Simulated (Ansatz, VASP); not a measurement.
Ga: VASP beside Ansatz

```
CELL_PARAMETERS angstrom
-1.69835 1.69835 1.69835
1.69835 -1.69835 1.69835
1.69835 1.69835 -1.69835
ATOMIC_POSITIONS crystal
Ga 0.00000 0.00000 0.00000
```

Alike in both runs: task single point; functional PBE; k mesh 18 × 18 × 18; occupations gaussian, width 0.05 eV; no spin polarisation.

|  | VASP | Ansatz |
| --- | --- | --- |
| version | VASP 6.6.1 | Ansatz 0.2.0 |
| potentials or method | VASP PAW PBE potentials, release 64 (Ga_d), cutoff 520 eV | scalar-relativistic, plane waves, PAW |
| valence electrons in the cell | 13 | 13 |

|  | VASP | Ansatz | Ansatz less VASP |
| --- | --- | --- | --- |
| pressure (GPa) | -0.9 | -0.9 | -0.06 |
